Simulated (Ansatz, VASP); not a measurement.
# One calculation of Rb, two programs

```
Rb
1.0
    -2.68596    2.68596    2.68596
     2.68596   -2.68596    2.68596
     2.68596    2.68596   -2.68596
Rb
1
Cartesian
  0.0000 0.0000 0.0000
```

Alike in both runs: task single point; functional LDA; k mesh 3 × 3 × 3; occupations fermi-dirac, width 0.1 eV; no spin polarisation.

|  | VASP | Ansatz |
| --- | --- | --- |
| version | VASP 6.6.1 | Ansatz 0.2.0 |
| potentials or method | VASP PAW LDA potentials, release 64 (Rb_sv), cutoff 520 eV | plane waves (420 eV) with PAW, scalar-relativistic |
| valence electrons in the cell | 9 | 9 |

|  | VASP | Ansatz | Ansatz less VASP |
| --- | --- | --- | --- |
| pressure (GPa) | -0.1 | -0.1 | 0.00 |

Ansatz warns that its potentials were made for another functional, while VASP's fit it. LDA's correlation is that of Perdew and Zunger in VASP and of Perdew and Wang (1992) in Ansatz.

The k mesh is coarse, so the values compare programs but aren't converged.
